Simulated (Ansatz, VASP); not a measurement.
**HfN in VASP and in Ansatz**

```
Hf N
1.0
     0.00000    2.25464    2.25464
     2.25464    0.00000    2.25464
     2.25464    2.25464    0.00000
Hf N
1 1
Cartesian
  0.0000 0.0000 0.0000
  2.2546 2.2546 2.2546
```

Alike in both runs: functional revPBE; dispersion D3(BJ); k mesh 11 × 11 × 11; no spin polarisation.

Ansatz relaxed the structure, and its values are those at the end. VASP's run is a single point on that final structure, the one shown.

```csv
,VASP,Ansatz
version,VASP 6.6.1,Ansatz 0.2.0
potentials or method,"VASP PAW PBE potentials, release 64 (Hf_pv, N)","plane waves, PAW"
plane-wave cutoff (eV),520,420
occupations,"fermi-dirac, width 0.1 eV",fermi-dirac
valence electrons in the cell,15,31
```

|  | VASP | Ansatz | Ansatz less VASP |
| --- | --- | --- | --- |
| pressure (GPa) | -2.5 | 0.0 | +2.48 |

VASP's potentials were made for PBE, not for revPBE. VASP's potentials hold 15 valence electrons a cell and Ansatz's 31, so a difference there can come from the potentials and not from the codes.

Neither program's run includes spin-orbit coupling.
